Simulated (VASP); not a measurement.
Crystal: Pt.

```
CELL_PARAMETERS angstrom
0.00000 1.86654 1.86654
1.86654 0.00000 1.86654
1.86654 1.86654 0.00000
ATOMIC_POSITIONS crystal
Pt 0.00000 0.00000 0.00000
```

Base run:

```yaml
Program: VASP 6.6.1
Functional: PBEsol
Potentials_or_basis: VASP PAW PBE potentials, release 64 (Pt)
Cutoff: 520 eV
k_mesh: 22 × 22 × 22
Occupations: gaussian, width 0.15 eV
Spin: collinear spin
Starting_moments: "[0.1] μB"
Fixed_moment: 0.1 μB
```

Its results: pressure 61.3 GPa; site moments Pt +0.10 μB.

Question: The run is repeated on the same cell with these changes: fixed moment from 0.1 μB to 0.3 μB; moments at the start from [0.1] to [0.3]. What comes out?

Answer: Pressure 61.9 GPa; site moments Pt +0.29 μB.

Caveats: the cell stands under pressure; the PAW data sets were made with another functional, which shifts forces and pressure a little; the total moment is fixed, so each spin has its own Fermi level.
